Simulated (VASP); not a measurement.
# Y (P6_3/mmc) in VASP: notebook

The runs below take Y through single point, relaxation of cell and atoms, with LDA.

Everything below comes from runs of VASP 6.6.1. Logs are shortened: lines on timing, memory, paths and dates and some standing lists are left out, and cuts for length are marked.

## 1. The cell of the first run

It takes space group P6_3/mmc (No. 194, hexagonal). Conventional cell: a = 3.643 Å, b = 3.643 Å, c = 5.879 Å, α = 90.00°, β = 90.00°, γ = 120.00°. Y (site symmetry -6m2) has 12 Y at 3.61 to 3.64 Å within 4.7 Å.

## 2. Single point, LDA

INCAR reads:

```
SYSTEM = Y
PREC     = Accurate       ! precision mode
ENCUT    = 520            ! plane-wave cutoff, eV
EDIFF    = 1E-6           ! SCF threshold, eV
ISMEAR   = 0              ! smearing method
SIGMA    = 0.1            ! smearing width, eV
LREAL    = .False.        ! projectors in reciprocal space
LASPH    = .True.         ! aspherical terms in the spheres
NELM     = 100            ! most SCF steps
ALGO     = Normal         ! electronic algorithm
ISIF     = 2              ! what is computed and relaxed
LWAVE    = .False.        ! write WAVECAR
LCHARG   = .False.        ! write CHGCAR
NBANDS   = 18             ! bands
```

KPOINTS reads:

```
Automatic mesh
0
Gamma
  6 6 4
  0 0 0
```

POSCAR reads:

```
Y
1.0
    3.6425693900      0.0000000000      0.0000000000
   -1.8212847000      3.1545576300      0.0000000000
    0.0000000000      0.0000000000      5.8791583500
Y
2
Direct
    0.3333333300      0.6666666700      0.2500000000
    0.6666666700      0.3333333300      0.7500000000
```

Potentials or basis: VASP PAW LDA potentials, release 64 (Y_sv).

On the command line:

```bash
cat potpaw_LDA.64/Y_sv/POTCAR > POTCAR
mpirun -np 1 vasp_std > vasp.out
```

OUTCAR:

```text
SYSTEM = Y
   PREC = Accurate
   ENCUT = 520
   EDIFF = 1E-6
   ISMEAR = 0
   LREAL = .False.
   LASPH = .True.
   NELM = 100
   ISIF = 2

 ion  position               nearest neighbor table
   1  0.333  0.667  0.250-   2 3.61   2 3.61   2 3.61   2 3.61   2 3.61   2 3.61
   2  0.667  0.333  0.750-   1 3.61   1 3.61   1 3.61   1 3.61   1 3.61   1 3.61

  LATTYP: Found a hexagonal cell.
 ALAT       =     3.6425693900
 C/A-ratio  =     1.6140140984

  Lattice vectors:

 A1 = (   3.6425693900,   0.0000000000,   0.0000000000)
 A2 = (  -1.8212847000,   3.1545576300,   0.0000000000)
 A3 = (   0.0000000000,   0.0000000000,   5.8791583500)

Analysis of symmetry for initial positions (statically):
=====================================================================
 Subroutine PRICEL returns:
 Original cell was already a primitive cell.

 Routine SETGRP: Setting up the symmetry group for a
 hexagonal supercell.

 Subroutine GETGRP returns: Found 24 space group operations
 (whereof 12 operations were pure point group operations)
 out of a pool of 24 trial point group operations.

The static configuration has the point symmetry D_3d.
 The point group associated with its full space group is D_6h.

Analysis of symmetry for dynamics (positions and initial velocities):
=====================================================================
 Subroutine PRICEL returns:
 Original cell was already a primitive cell.

 Routine SETGRP: Setting up the symmetry group for a
 hexagonal supercell.

 Subroutine GETGRP returns: Found 24 space group operations
 (whereof 12 operations were pure point group operations)
 out of a pool of 24 trial point group operations.

The dynamic configuration has the point symmetry D_3d.
 The point group associated with its full space group is D_6h.

 Subroutine INISYM returns: Found 24 space group operations
 (whereof 12 operations are pure point group operations),
 and found     1 'primitive' translations

----------------------------------------------------------------------------------------

                                     Primitive cell

  volume of cell :      67.5556

  direct lattice vectors                    reciprocal lattice vectors
     3.642569390  0.000000000  0.000000000     0.274531489  0.158500830  0.000000000
    -1.821284700  3.154557630  0.000000000     0.000000000  0.317001658  0.000000000
     0.000000000  0.000000000  5.879158350     0.000000000  0.000000000  0.170092374

  length of vectors
     3.642569390  3.642569395  5.879158350     0.317001659  0.317001658  0.170092374

  position of ions in fractional coordinates (direct lattice)
     0.333333330  0.666666670  0.250000000
     0.666666670  0.333333330  0.750000000

  ion indices of the primitive-cell ions
   primitive index   ion index
                 1           1
                 2           2

----------------------------------------------------------------------------------------

 KPOINTS: Automatic mesh

Automatic generation of k-mesh.
 Grid dimensions read from file:
 generate k-points for:    6    6    4

 Generating k-lattice:

  Cartesian coordinates                     Fractional coordinates (reciprocal lattice)
     0.045755248  0.026416805  0.000000000     0.166666667 -0.000000000  0.000000000
     0.000000000  0.052833610  0.000000000     0.000000000  0.166666667  0.000000000
     0.000000000  0.000000000  0.042523093     0.000000000  0.000000000  0.250000000

  Length of vectors
     0.052833610  0.052833610  0.042523093

  Shift w.r.t. Gamma in fractional coordinates (k-lattice)
     0.000000000  0.000000000  0.000000000

 Subroutine IBZKPT returns following result:
 ===========================================

 Found     21 irreducible k-points:

 Following reciprocal coordinates:
            Coordinates               Weight
  0.000000  0.000000  0.000000      1.000000
  0.166667  0.000000  0.000000      6.000000
  0.333333  0.000000  0.000000      6.000000
  0.500000  0.000000  0.000000      3.000000
  0.166667  0.166667  0.000000      6.000000
  0.333333  0.166667  0.000000     12.000000
[... 13 lines left out ...]
  0.333333  0.166667  0.500000     12.000000
  0.333333  0.333333  0.500000      2.000000
   k-points           NKPTS =     21   k-points in BZ     NKDIM =     21   number of bands    NBANDS=     18
   number of dos      NEDOS =    301   number of ions     NIONS =      2
   total plane-waves  NPLWV =  37632
   dimension x,y,z NGX =    28 NGY =   28 NGZ =   48
   dimension x,y,z NGXF=    56 NGYF=   56 NGZF=   96
   ions per type =               2
   NGX,Y,Z   is equivalent  to a cutoff of  12.78, 12.78, 13.57 a.u.
   NGXF,Y,Z  is equivalent  to a cutoff of  25.56, 25.56, 27.15 a.u.
 SYSTEM =  Y
   PREC   = accura    normal or accurate (medium, high low for compatibility)
   ISTART =      0    job   : 0-new  1-cont  2-samecut
   ICHARG =      2    charge: 1-file 2-atom 10-const
   ISPIN  =      1    spin polarized calculation?
   LNONCOLLINEAR =      F non collinear calculations
   LSORBIT =      F    spin-orbit coupling
   LASPH  =      T    aspherical Exc in radial PAW
   ENCUT  =  520.0 eV  38.22 Ry    6.18 a.u.   6.77  6.77 10.93*2*pi/ulx,y,z
   NELM   =    100;   NELMIN=  2; NELMDL= -5     # of ELM steps
   EDIFF  = 0.1E-05   stopping-criterion for ELM
   LREAL  =      F    real-space projection
   EDIFFG = 0.1E-04   stopping-criterion for IOM
   NSW    =      0    number of steps for IOM
   IBRION =     -1    ionic relax: 0-MD 1-quasi-New 2-CG
   NFREE  =      0    steps in history (QN), initial steepest desc. (CG)
   ISIF   =      2    stress and relaxation
   ISYM   =      2    0-nonsym 1-usesym 2-fastsym
   POTIM  = 0.5000    time-step for ionic-motion
   TEBEG  =    0.0;   TEEND  =   0.0 temperature during run
   PSTRESS=    0.0 pullay stress
   NELECT =      22.0000    total number of electrons
   NUPDOWN=      -1.0000    fix difference up-down
   EMIN   =  10.00;   EMAX   =-10.00  energy-range for DOS
   EFERMI =   0.00;   METHOD = LEGACY
   ISMEAR =     0;   SIGMA  =   0.10  broadening in eV -4-tet -1-fermi 0-gaus
   EFERMI_NEDOS =   21; number of points for ismear=-14 and -15
   IALGO  =     38    algorithm
   IMIX   =      4    mixing-type and parameters
     AMIX     =   0.40;   BMIX     =  1.00
     AMIX_MAG =   1.60;   BMIX_MAG =  1.00
  volume/ion in A,a.u.               =      33.78       227.94
  Fermi-wavevector in a.u.,A,eV,Ry     =   1.126320  2.128437 17.260315  1.268597
  Thomas-Fermi vector in A             =   2.263002
   LORBIT       =      0    0 simple, 1 ext, 2 COOP (PROOUT), +10 PAW based schemes
   GGA     = CA    functional components
   LHFCALC =     F    Hartree Fock is set to
   AEXX    =    0.0000 exact exchange contribution
   IVDW    =     0    specifies the selected vdW correction
   LEPSILON=     F    determine dielectric tensor
   LRPA    =     F    only Hartree local field effects (RPA)
 non-spin polarized calculation
 Gauss-broadening in eV      SIGMA  =   0.10
  energy-cutoff  :      520.00
  volume of cell :       67.56
 maximum number of plane-waves:      1842
 NGX is ok and might be reduce to    28
   NGX = 13   NGY = 13   NGZ = 21

 number of electron      22.0000001 magnetization

 Free energy of the ion-electron system (eV)
  ---------------------------------------------------
  ext. energy  EPLUGINS =         0.00000000
  ---------------------------------------------------
  free energy    TOTEN  =       -13.77747404 eV

  energy without entropy =      -13.75272260  energy(sigma->0) =      -13.76509832

 E-fermi :   2.7492     XC(G=0):  -9.5343

 val. band max:        2.7363401021   @ k =   0.3333   0.1667   0.2500
 cond. band min:       2.7984468517   @ k =   0.1667   0.1667   0.0000
 fundamental gap:      0.0621067496
 Fermi energy:         2.7492319232

 k-point     1 :       0.0000    0.0000    0.0000
  band No.  band energies     occupation
      1     -39.8339      2.00000
      2     -39.7744      2.00000
      3     -20.1836      2.00000
      4     -19.7514      2.00000
      5     -19.7514      2.00000
      6     -19.6795      2.00000
[... 10 lines left out ...]
     17       5.4982      0.00000
     18       5.4982      0.00000

 k-point     2 :       0.1667    0.0000    0.0000
  band No.  band energies     occupation
      1     -39.8215      2.00000
      2     -39.7690      2.00000
      3     -20.1399      2.00000
      4     -19.8464      2.00000
      5     -19.7813      2.00000
      6     -19.7769      2.00000
[... 10 lines left out ...]
     17       5.0980      0.00000
     18       5.4277      0.00000

 k-point     3 :       0.3333    0.0000    0.0000
  band No.  band energies     occupation
      1     -39.7944      2.00000
      2     -39.7602      2.00000
      3     -20.0369      2.00000
      4     -20.0338      2.00000
      5     -19.9599      2.00000
      6     -19.8374      2.00000
[... 10 lines left out ...]
     17       6.4051      0.00000
     18       6.7443      0.00000

 k-point     4 :       0.5000    0.0000    0.0000
  band No.  band energies     occupation
      1     -39.7781      2.00000
      2     -39.7586      2.00000
      3     -20.1315      2.00000
      4     -20.0466      2.00000
      5     -19.9556      2.00000
      6     -19.8643      2.00000
[... 10 lines left out ...]
     17       7.9032      0.00000
     18       7.9648      0.00000

 k-point     5 :       0.1667    0.1667    0.0000
  band No.  band energies     occupation
      1     -39.8016      2.00000
      2     -39.7620      2.00000
      3     -20.0641      2.00000
      4     -19.9488      2.00000
      5     -19.9396      2.00000
      6     -19.8140      2.00000
[... 10 lines left out ...]
     17       6.0249      0.00000
     18       6.5869      0.00000

 k-point     6 :       0.3333    0.1667    0.0000
  band No.  band energies     occupation
      1     -39.7782      2.00000
      2     -39.7585      2.00000
      3     -20.0817      2.00000
      4     -20.0120      2.00000
      5     -19.9570      2.00000
      6     -19.8989      2.00000
[... 10 lines left out ...]
     17       7.2325      0.00000
     18       7.5597      0.00000

 k-point     7 :       0.3333    0.3333    0.0000
  band No.  band energies     occupation
      1     -39.7638      2.00000
      2     -39.7638      2.00000
      3     -20.0547      2.00000
      4     -19.9791      2.00000
      5     -19.9791      2.00000
      6     -19.8950      2.00000
[... 10 lines left out ...]
     17       7.0342      0.00000
     18       7.3509      0.00000

 k-point     8 :       0.0000    0.0000    0.2500
  band No.  band energies     occupation
      1     -39.8253      2.00000
      2     -39.7832      2.00000
      3     -20.1105      2.00000
      4     -19.7415      2.00000
      5     -19.7410      2.00000
      6     -19.7410      2.00000
[... 10 lines left out ...]
     17       5.9831      0.00000
     18       5.9831      0.00000
[... 166 lines left out ...]
     17       6.7347      0.00000
     18       6.7352      0.00000

 k-point    17 :       0.3333    0.0000    0.5000
  band No.  band energies     occupation
      1     -39.7773      2.00000
      2     -39.7773      2.00000
      3     -20.0799      2.00000
      4     -20.0799      2.00000
      5     -19.8021      2.00000
      6     -19.8021      2.00000
[... 10 lines left out ...]
     17       7.0619      0.00000
     18       7.0928      0.00000

 k-point    18 :       0.5000    0.0000    0.5000
  band No.  band energies     occupation
      1     -39.7683      2.00000
      2     -39.7683      2.00000
      3     -20.1593      2.00000
      4     -20.1593      2.00000
      5     -19.8040      2.00000
      6     -19.8040      2.00000
[... 10 lines left out ...]
     17       7.6551      0.00000
     18       7.6704      0.00000

 k-point    19 :       0.1667    0.1667    0.5000
  band No.  band energies     occupation
      1     -39.7818      2.00000
      2     -39.7818      2.00000
      3     -20.0287      2.00000
      4     -20.0287      2.00000
      5     -19.8205      2.00000
      6     -19.8205      2.00000
[... 10 lines left out ...]
     17       6.7314      0.00000
     18       6.7314      0.00000

 k-point    20 :       0.3333    0.1667    0.5000
  band No.  band energies     occupation
      1     -39.7683      2.00000
      2     -39.7683      2.00000
      3     -20.1156      2.00000
      4     -20.1156      2.00000
      5     -19.8813      2.00000
      6     -19.8813      2.00000
[... 10 lines left out ...]
     17       7.3308      0.00000
     18       7.3308      0.00000

 k-point    21 :       0.3333    0.3333    0.5000
  band No.  band energies     occupation
      1     -39.7638      2.00000
      2     -39.7638      2.00000
      3     -20.0820      2.00000
      4     -20.0820      2.00000
      5     -19.9757      2.00000
      6     -19.9757      2.00000
[... 10 lines left out ...]
     17       7.1232      0.00000
     18       7.1232      0.00000

------------------------ aborting loop because EDIFF is reached ----------------------------------------

  FORCE on cell =-STRESS in cart. coord.  units (eV):
  Direction    XX          YY          ZZ          XY          YZ          ZX
  --------------------------------------------------------------------------------------
  -------------------------------------------------------------------------------------
  Total       -1.5786113     -1.5786113     -2.5864825      0.0000000      0.0000000      0.0000000
  in kB      -37.4390087    -37.4390088    -61.3421047      0.0000001      0.0000000      0.0000000
  external PRESSURE =     -45.4067074 kB  Pullay stress =       0.0000000 kB

 VOLUME and BASIS-vectors are now :
 -----------------------------------------------------------------------------
  energy-cutoff  :      520.00
  volume of cell :       67.56
      direct lattice vectors                 reciprocal lattice vectors
     3.642569390  0.000000000  0.000000000     0.274531489  0.158500830  0.000000000
    -1.821284700  3.154557630  0.000000000     0.000000000  0.317001658  0.000000000
     0.000000000  0.000000000  5.879158350     0.000000000  0.000000000  0.170092374

 POSITION                                       TOTAL-FORCE (eV/Angst)
 -----------------------------------------------------------------------------------
     -0.00000      2.10304      1.46979         0.000000      0.000000      0.000000
      1.82128      1.05152      4.40937        -0.000000      0.000000      0.000000
 -----------------------------------------------------------------------------------
    total drift:                               -0.000005      0.000003     -0.000000

  FREE ENERGIE OF THE ION-ELECTRON SYSTEM (eV)
  ---------------------------------------------------
  free  energy   TOTEN  =       -13.7774740430 eV

  energy  without entropy=      -13.7527226046  energy(sigma->0) =      -13.76509832
```

Wall time 11 s (1 thread of Intel Xeon 6975P-C (Granite Rapids), shared host); peak memory 0.17 GiB.

Results:

```
Free energy            : -13.7775 eV
Pressure               : -4.5 GPa
Band gap on the k mesh : zero (band 11 reaches 3.50 eV, above the bottom of band 12 at 2.31 eV)
```

Stress tensor (GPa, compression positive):
```
-3.74  0.00  0.00
 0.00 -3.74  0.00
 0.00  0.00 -6.13
```

## 3. Single point, LDA

This run uses another cell than the first one, of 29.95 Å³/atom, 0.887 times its volume.

INCAR reads:

```
ALGO = Fast ; EDIFF = 1E-7
ENCUT = 520 ; ISIF = 2
ISMEAR = 0 ; LASPH = T
LCHARG = F ; LREAL = F
LWAVE = F ; NBANDS = 18
NELM = 80 ; PREC = Accurate
SIGMA = 0.1
```

KPOINTS reads:

```
k-points
0
Gamma
  12 12 6
```

POSCAR reads:

```
Y
1.0
    3.5482707538      0.0000000028      0.0000000000
   -1.7741353793      3.0728926109      0.0000000000
    0.0000000000      0.0000000000      5.4939439604
Y
2
Direct
    0.3333333333      0.6666666667      0.2500000000
    0.6666666667      0.3333333333      0.7500000000
```

Potentials or basis: VASP PAW LDA potentials, release 64 (Y_sv).

On the command line:

```bash
cat potpaw_LDA.64/Y_sv/POTCAR > POTCAR
mpirun -np 1 vasp_std > vasp.out
```

OUTCAR:

```text
EDIFF = 1E-7
   ENCUT = 520
   ISIF = 2
   ISMEAR = 0
   LASPH = T
   LREAL = F
   NELM = 80
   PREC = Accurate

 ion  position               nearest neighbor table
   1  0.333  0.667  0.250-   2 3.43   2 3.43   2 3.43   2 3.43   2 3.43   2 3.43
   2  0.667  0.333  0.750-   1 3.43   1 3.43   1 3.43   1 3.43   1 3.43   1 3.43

  LATTYP: Found a hexagonal cell.
 ALAT       =     3.5482707538
 C/A-ratio  =     1.5483440644

  Lattice vectors:

 A1 = (   3.5482707538,   0.0000000028,   0.0000000000)
[... 193 lines left out ...]
      4     -18.8440      2.00000
      5     -18.8440      2.00000
      6     -18.7150      2.00000
[... 481 lines left out ...]
      5     -19.0942      2.00000
      6     -18.9524      2.00000
[... 10 lines left out ...]
     17       7.5314      0.00000
     18       7.6020      0.00000

 [... further k-points ...]
[... 5 lines left out ...]
  --------------------------------------------------------------------------------------
  -------------------------------------------------------------------------------------
  Total       -0.0550825     -0.0550825     -0.0496958     -0.0000000      0.0000000     -0.0000000
  in kB       -1.4732470     -1.4732470     -1.3291754     -0.0000000      0.0000000     -0.0000000
  external PRESSURE =      -1.4252232 kB  Pullay stress =       0.0000000 kB

 VOLUME and BASIS-vectors are now :
 -----------------------------------------------------------------------------
  energy-cutoff  :      520.00
  volume of cell :       59.90
      direct lattice vectors                 reciprocal lattice vectors
     3.548270754  0.000000003  0.000000000     0.281827422  0.162713138  0.000000000
    -1.774135379  3.072892611  0.000000000    -0.000000000  0.325426276  0.000000000
     0.000000000  0.000000000  5.493943960     0.000000000  0.000000000  0.182018602

 POSITION                                       TOTAL-FORCE (eV/Angst)
 -----------------------------------------------------------------------------------
     -0.00000      2.04860      1.37349        -0.000000     -0.000000      0.000000
      1.77414      1.02430      4.12046         0.000000      0.000000      0.000000
 -----------------------------------------------------------------------------------
    total drift:                               -0.000000      0.000000     -0.000000

  FREE ENERGIE OF THE ION-ELECTRON SYSTEM (eV)
  ---------------------------------------------------
  free  energy   TOTEN  =       -13.9031474895 eV

  energy  without entropy=      -13.8854927961  energy(sigma->0) =      -13.89432014
```

Wall time 56 s (1 thread of Intel Xeon 6975P-C (Granite Rapids), shared host); peak memory 0.21 GiB.

What came out:

```yaml
Free_energy: -13.9031 eV
Pressure: -0.1 GPa
Band_gap_on_the_k_mesh: zero (band 11 reaches 4.66 eV, above the bottom of band 12 at 2.87 eV)
```

Levels at points of the mesh, in eV from the Fermi level:
```csv
k point,band 8,band 9,band 10,band 11,band 12,band 13,band 14,band 15
"(0.00, 0.00, 0.00)",-21.97,-4.83,-2.03,1.35,1.72,1.72,2.19,2.42
"(0.50, 0.00, 0.00)",-22.10,-1.75,-1.41,-0.97,0.05,1.38,1.58,2.26
"(0.00, 0.00, 0.50)",-22.09,-3.25,-3.25,1.01,1.01,1.61,1.61,1.61
"(0.50, 0.00, 0.50)",-22.17,-1.83,-1.83,0.03,0.03,1.67,1.67,2.86
```

(Continued in part 2 of 2.)
